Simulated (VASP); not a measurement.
# Sb (Fm-3m) in VASP: a series of runs

The runs below take Sb through single point, with PBE.

Everything below comes from runs of VASP 6.6.1. Logs are shortened: lines on timing, memory, paths and dates and some standing lists are left out, and cuts for length are marked.

## (1) The cell of the first run

Symmetry: Fm-3m, No. 225, cubic system. Conventional cell: a = 3.593 Å, b = 3.593 Å, c = 3.593 Å, α = 90.00°, β = 90.00°, γ = 90.00°. Within 3.4 Å of Sb (site symmetry m-3m) lie 12 Sb at 2.54 Å.

## (2) Single point, PBE

INCAR

```
ALGO = Normal
EDIFF = 1E-6
ENCUT = 520
GGA = PE
ISIF = 2
ISMEAR = -1
LASPH = T
LCHARG = F
LREAL = F
LWAVE = F
NBANDS = 8
NELM = 100
PREC = Accurate
SIGMA = 0.1
```

KPOINTS

```
k-points
0
Gamma
  18 18 18
```

POSCAR

```
Sb
1.0
    0.0000000000      1.7967259828      1.7967259828
    1.7967259828      0.0000000000      1.7967259828
    1.7967259828      1.7967259828      0.0000000000
Sb
1
Direct
    0.0000000000      0.0000000000      0.0000000000
```

Potentials or basis: VASP PAW PBE potentials, release 64 (Sb).

On the command line:

```console
$ cat potpaw_PBE.64/Sb/POTCAR > POTCAR
$ mpirun -np 1 vasp_std > vasp.out
```

OUTCAR:

```text
EDIFF = 1E-6
   ENCUT = 520
   GGA = PE
   ISIF = 2
   ISMEAR = -1
   LASPH = T
   LREAL = F
   NELM = 100
   PREC = Accurate

 ion  position               nearest neighbor table
   1  0.000  0.000  0.000-

  LATTYP: Found a face centered cubic cell.
 ALAT       =     3.5934519656

  Lattice vectors:

 A1 = (   0.0000000000,   1.7967259828,   1.7967259828)
 A2 = (   1.7967259828,   0.0000000000,   1.7967259828)
 A3 = (   1.7967259828,   1.7967259828,   0.0000000000)

Analysis of symmetry for initial positions (statically):
=====================================================================
 Subroutine PRICEL returns:
 Original cell was already a primitive cell.

 Routine SETGRP: Setting up the symmetry group for a
 face centered cubic supercell.

 Subroutine GETGRP returns: Found 48 space group operations
 (whereof 48 operations were pure point group operations)
 out of a pool of 48 trial point group operations.

The static configuration has the point symmetry O_h .

Analysis of symmetry for dynamics (positions and initial velocities):
=====================================================================
 Subroutine PRICEL returns:
 Original cell was already a primitive cell.

 Routine SETGRP: Setting up the symmetry group for a
 face centered cubic supercell.

 Subroutine GETGRP returns: Found 48 space group operations
 (whereof 48 operations were pure point group operations)
 out of a pool of 48 trial point group operations.

The dynamic configuration has the point symmetry O_h .

 Subroutine INISYM returns: Found 48 space group operations
 (whereof 48 operations are pure point group operations),
 and found     1 'primitive' translations

----------------------------------------------------------------------------------------

                                     Primitive cell

  volume of cell :      11.6005

  direct lattice vectors                    reciprocal lattice vectors
     0.000000000  1.796725983  1.796725983    -0.278283948  0.278283948  0.278283948
     1.796725983  0.000000000  1.796725983     0.278283948 -0.278283948  0.278283948
     1.796725983  1.796725983  0.000000000     0.278283948  0.278283948 -0.278283948

  length of vectors
     2.540954253  2.540954253  2.540954253     0.482001937  0.482001937  0.482001937

  position of ions in fractional coordinates (direct lattice)
     0.000000000  0.000000000  0.000000000

  ion indices of the primitive-cell ions
   primitive index   ion index
                 1           1

----------------------------------------------------------------------------------------

 KPOINTS: k-points

Automatic generation of k-mesh.
 Grid dimensions read from file:
 generate k-points for:   18   18   18

 Generating k-lattice:

  Cartesian coordinates                     Fractional coordinates (reciprocal lattice)
    -0.015460219  0.015460219  0.015460219     0.055555556  0.000000000  0.000000000
     0.015460219 -0.015460219  0.015460219     0.000000000  0.055555556  0.000000000
     0.015460219  0.015460219 -0.015460219     0.000000000  0.000000000  0.055555556

  Length of vectors
     0.026777885  0.026777885  0.026777885

  Shift w.r.t. Gamma in fractional coordinates (k-lattice)
     0.000000000  0.000000000  0.000000000

 Subroutine IBZKPT returns following result:
 ===========================================

 Found    195 irreducible k-points:

 Following reciprocal coordinates:
            Coordinates               Weight
  0.000000  0.000000  0.000000      1.000000
  0.055556  0.000000  0.000000      8.000000
  0.111111  0.000000  0.000000      8.000000
  0.166667  0.000000  0.000000      8.000000
  0.222222  0.000000  0.000000      8.000000
  0.277778  0.000000  0.000000      8.000000
[... 16 lines left out ...]
 -0.277778  0.055556  0.000000     24.000000
 -0.222222  0.055556  0.000000     24.000000
 [... further k-points ...]
   k-points           NKPTS =    195   k-points in BZ     NKDIM =    195   number of bands    NBANDS=      8
   number of dos      NEDOS =    301   number of ions     NIONS =      1
   total plane-waves  NPLWV =   8000
   dimension x,y,z NGX =    20 NGY =   20 NGZ =   20
   dimension x,y,z NGXF=    40 NGYF=   40 NGZF=   40
   ions per type =               1
   NGX,Y,Z   is equivalent  to a cutoff of  13.09, 13.09, 13.09 a.u.
   NGXF,Y,Z  is equivalent  to a cutoff of  26.17, 26.17, 26.17 a.u.
 SYSTEM =  unknown system
   PREC   = accura    normal or accurate (medium, high low for compatibility)
   ISTART =      0    job   : 0-new  1-cont  2-samecut
   ICHARG =      2    charge: 1-file 2-atom 10-const
   ISPIN  =      1    spin polarized calculation?
   LNONCOLLINEAR =      F non collinear calculations
   LSORBIT =      F    spin-orbit coupling
   LASPH  =      T    aspherical Exc in radial PAW
   ENCUT  =  520.0 eV  38.22 Ry    6.18 a.u.   4.72  4.72  4.72*2*pi/ulx,y,z
   NELM   =    100;   NELMIN=  2; NELMDL= -5     # of ELM steps
   EDIFF  = 0.1E-05   stopping-criterion for ELM
   LREAL  =      F    real-space projection
   EDIFFG = 0.1E-04   stopping-criterion for IOM
   NSW    =      0    number of steps for IOM
   IBRION =     -1    ionic relax: 0-MD 1-quasi-New 2-CG
   NFREE  =      0    steps in history (QN), initial steepest desc. (CG)
   ISIF   =      2    stress and relaxation
   ISYM   =      2    0-nonsym 1-usesym 2-fastsym
   POTIM  = 0.5000    time-step for ionic-motion
   TEBEG  =    0.0;   TEEND  =   0.0 temperature during run
   PSTRESS=    0.0 pullay stress
   NELECT =       5.0000    total number of electrons
   NUPDOWN=      -1.0000    fix difference up-down
   EMIN   =  10.00;   EMAX   =-10.00  energy-range for DOS
   EFERMI =   0.00;   METHOD = LEGACY
   ISMEAR =    -1;   SIGMA  =   0.10  broadening in eV -4-tet -1-fermi 0-gaus
   EFERMI_NEDOS =   21; number of points for ismear=-14 and -15
   IALGO  =     38    algorithm
   IMIX   =      4    mixing-type and parameters
     AMIX     =   0.40;   BMIX     =  1.00
     AMIX_MAG =   1.60;   BMIX_MAG =  1.00
  volume/ion in A,a.u.               =      11.60        78.28
  Fermi-wavevector in a.u.,A,eV,Ry     =   1.236630  2.336891 20.806748  1.529253
  Thomas-Fermi vector in A             =   2.371230
   LORBIT       =      0    0 simple, 1 ext, 2 COOP (PROOUT), +10 PAW based schemes
   GGA     = PE    functional components
   LHFCALC =     F    Hartree Fock is set to
   AEXX    =    0.0000 exact exchange contribution
   IVDW    =     0    specifies the selected vdW correction
   LEPSILON=     F    determine dielectric tensor
   LRPA    =     F    only Hartree local field effects (RPA)
 non-spin polarized calculation
  energy-cutoff  :      520.00
  volume of cell :       11.60
 maximum number of plane-waves:       331
   NGX =  9   NGY =  9   NGZ =  9

 number of electron       5.0000000 magnetization

 Free energy of the ion-electron system (eV)
  ---------------------------------------------------
  ext. energy  EPLUGINS =         0.00000000
  ---------------------------------------------------
  free energy    TOTEN  =         4.52779131 eV

  energy without entropy =        4.54221849  energy(sigma->0) =        4.53500490

 E-fermi :  25.0860     XC(G=0): -14.3301

 val. band max:       25.0383619768   @ k =  -0.3333   0.2222   0.0556
 cond. band min:      25.0954016634   @ k =   0.3333   0.2222   0.0000
 fundamental gap:      0.0570396866
 Fermi energy:        25.0859628513

 k-point     1 :       0.0000    0.0000    0.0000
  band No.  band energies     occupation
      1       1.6978      2.00000
      2      32.7568      0.00000
      3      36.8818      0.00000
      4      36.8818      0.00000
      5      36.8818      0.00000
      6      38.2685      0.00000
      7      38.2685      0.00000
      8      38.2685      0.00000

 k-point     2 :       0.0556    0.0000    0.0000
  band No.  band energies     occupation
      1       1.8206      2.00000
      2      32.5294      0.00000
      3      35.4768      0.00000
      4      36.5619      0.00000
      5      36.5619      0.00000
      6      38.6866      0.00000
      7      38.6866      0.00000
      8      39.3105      0.00000

 k-point     3 :       0.1111    0.0000    0.0000
  band No.  band energies     occupation
      1       2.1900      2.00000
      2      31.2133      0.00000
      3      34.2467      0.00000
      4      36.0269      0.00000
      5      36.0269      0.00000
      6      39.4422      0.00000
      7      39.4422      0.00000
      8      40.2419      0.00000

 k-point     4 :       0.1667    0.0000    0.0000
  band No.  band energies     occupation
      1       2.8091      2.00000
      2      28.6898      0.00000
      3      33.9070      0.00000
      4      35.5193      0.00000
      5      35.5193      0.00000
      6      39.9026      0.00000
      7      39.9026      0.00000
      8      40.7668      0.00000

 k-point     5 :       0.2222    0.0000    0.0000
  band No.  band energies     occupation
      1       3.6822      2.00000
      2      25.7896      0.00176
      3      33.6831      0.00000
      4      35.0639      0.00000
      5      35.0639      0.00000
      6      39.4589      0.00000
      7      39.4589      0.00000
      8      40.9577      0.00000
[... 177 lines left out ...]
 k-point    22 :      -0.3333    0.0556    0.0000
  band No.  band energies     occupation
      1       6.8398      2.00000
      2      19.0350      2.00000
      3      31.4321      0.00000
      4      33.7082      0.00000
      5      35.0978      0.00000
      6      37.0169      0.00000
      7      38.2367      0.00000
      8      41.6384      0.00000

 k-point    23 :      -0.2778    0.0556    0.0000
  band No.  band energies     occupation
      1       5.3605      2.00000
      2      21.9219      2.00000
      3      31.6079      0.00000
      4      34.3349      0.00000
      5      35.9800      0.00000
      6      37.3772      0.00000
      7      38.5242      0.00000
      8      41.9801      0.00000

 k-point    24 :      -0.2222    0.0556    0.0000
  band No.  band energies     occupation
      1       4.1416      2.00000
      2      24.8877      1.75787
      3      31.9015      0.00000
      4      34.9345      0.00000
      5      36.5254      0.00000
      6      38.2257      0.00000
      7      38.7969      0.00000
      8      42.3109      0.00000

 [... further k-points ...]
[... 5 lines left out ...]
  --------------------------------------------------------------------------------------
  -------------------------------------------------------------------------------------
  Total       27.7620780     27.7620780     27.7620780     -0.0000000      0.0000000      0.0000000
  in kB     3834.3081400   3834.3081400   3834.3081400     -0.0000000      0.0000000      0.0000000
  external PRESSURE =    3834.3081400 kB  Pullay stress =       0.0000000 kB

 VOLUME and BASIS-vectors are now :
 -----------------------------------------------------------------------------
  energy-cutoff  :      520.00
  volume of cell :       11.60
      direct lattice vectors                 reciprocal lattice vectors
     0.000000000  1.796725983  1.796725983    -0.278283948  0.278283948  0.278283948
     1.796725983  0.000000000  1.796725983     0.278283948 -0.278283948  0.278283948
     1.796725983  1.796725983  0.000000000     0.278283948  0.278283948 -0.278283948

 POSITION                                       TOTAL-FORCE (eV/Angst)
 -----------------------------------------------------------------------------------
      0.00000      0.00000      0.00000         0.000000      0.000000     -0.000000
 -----------------------------------------------------------------------------------
    total drift:                                0.000000      0.000000     -0.000000

  FREE ENERGIE OF THE ION-ELECTRON SYSTEM (eV)
  ---------------------------------------------------
  free  energy   TOTEN  =         4.5277913094 eV

  energy  without entropy=        4.5422184903  energy(sigma->0) =        4.53500490
```

Run time: 11 s. Hardware: 1 thread of Intel Xeon 6975P-C, shared host; peak memory 0.14 GiB.

What came out:

| Property | Result |
| --- | --- |
| Free energy | 4.5278 eV |
| Pressure | 383.4 GPa |

Levels at points of the mesh, in eV from the Fermi level:
```
           k point  band 1  band 2  band 3  band 4  band 5  band 6  band 7
(0.00, 0.00, 0.00)  -23.39    7.67   11.80   11.80   11.80   13.18   13.18
(0.50, 0.00, 0.00)  -13.70  -12.47    7.21    8.51    8.51   11.67   11.67
(0.50, 0.50, 0.00)  -11.53   -7.74   -0.16   -0.16    5.02    7.43   22.20
```

Caveat: spin-orbit coupling is left out, which moves the levels of the heavy elements.

## (3) Single point, PBE

INCAR

```
PREC     = Accurate       # precision mode
ENCUT    = 520            # plane-wave cutoff, eV
EDIFF    = 1E-7           # SCF threshold, eV
ISMEAR   = -1             # smearing method
SIGMA    = 0.1            # smearing width, eV
LREAL    = F              # projectors in reciprocal space
LASPH    = T              # aspherical terms in the spheres
NELM     = 80             # most SCF steps
ALGO     = Normal         # electronic algorithm
ISIF     = 2              # what is computed and relaxed
LWAVE    = F              # write WAVECAR
LCHARG   = F              # write CHGCAR
GGA      = PE             # functional
NBANDS   = 8              # bands
```

KPOINTS

```
Automatic mesh
0
Gamma
  18 18 18
```

POSCAR

```
Sb
1.0
    0.0000000000      1.7966021425      1.7966021425
    1.7966021425      0.0000000000      1.7966021425
    1.7966021425      1.7966021425      0.0000000000
Sb
1
Direct
    0.0000000000      0.0000000000      0.0000000000
```

Potentials or basis: VASP PAW PBE potentials, release 64 (Sb).

On the command line:

```console
$ cat potpaw_PBE.64/Sb/POTCAR > POTCAR
$ mpirun -np 1 vasp_std > vasp.out
```

It took 12 s on 1 thread of Intel Xeon 6975P-C, shared host; peak memory 0.14 GiB.

The run converged. Its results:

```yaml
Free_energy: 4.5335 eV
Pressure: 383.7 GPa
```

Levels at points of the mesh, in eV from the Fermi level:
```tsv
k point	band 1	band 2	band 3	band 4	band 5	band 6
(0.00, 0.00, 0.00)	-23.39	7.67	11.80	11.80	11.80	13.18
(0.50, 0.00, 0.00)	-13.70	-12.47	7.21	8.51	8.51	11.67
(0.50, 0.50, 0.00)	-11.53	-7.74	-0.16	-0.16	5.02	7.43
```

Caveat: spin-orbit coupling is left out, which moves the levels of the heavy elements.
